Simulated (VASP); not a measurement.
## C: single point with PBEsol

Crystal: C.

```xyz
4
Lattice="2.4589 0.0000 0.0000 -1.2294 2.1295 0.0000 0.0000 0.0000 7.4166" Properties=species:S:1:pos:R:3 pbc="T T T"
C     0.0000    0.0000    1.8542
C     0.0000    0.0000    5.5625
C     0.0000    1.4196    1.8542
C     1.2294    0.7098    5.5625
```

This cell differs from its parent crystal: strain along c alone, the other axes held: +1.5 %.

* Program: VASP 6.6.1
* Task: single point
* Functional: PBEsol
* Potentials or basis: VASP PAW PBE potentials, release 64 (C)
* Cutoff: 520 eV
* k mesh: 24 × 24 × 8
* Occupations: gaussian, width 0.1 eV
* Spin: no spin polarisation

- Pressure: 0.6 GPa
- Band gap on the k mesh: zero (band 8 reaches 3.81 eV, above the bottom of band 9 at 3.81 eV)

Stress tensor (GPa, compression positive):
```
 0.96  0.00  0.00
 0.00  0.96  0.00
 0.00  0.00 -0.19
```

Levels at points of the mesh, in eV from the Fermi level:
| k point | band 6 | band 7 | band 8 | band 9 | band 10 | band 11 |
| --- | --- | --- | --- | --- | --- | --- |
| (0.00, 0.00, 0.00) | -2.99 | -2.99 | -2.99 | 3.41 | 8.26 | 8.34 |
| (0.50, 0.00, 0.00) | -6.40 | -2.59 | -2.20 | 1.48 | 1.94 | 7.35 |
| (0.00, 0.00, 0.50) | -2.99 | -2.99 | -2.99 | 5.37 | 5.37 | 8.35 |
| (0.50, 0.00, 0.50) | -6.41 | -2.38 | -2.38 | 1.63 | 1.63 | 7.44 |

Wall time 94 s on 1 thread of AMD EPYC 7R13 Processor (Zen 3) (shared host), peak memory 0.21 GiB.

Caveat: the cell differs from its parent crystal (strain along c alone, the other axes held: +1.5 %); the PAW data sets were made with another functional, which shifts forces and pressure a little; this functional lacks dispersion, which binds the layers, so the pressure and a relaxed spacing across them are unreliable.
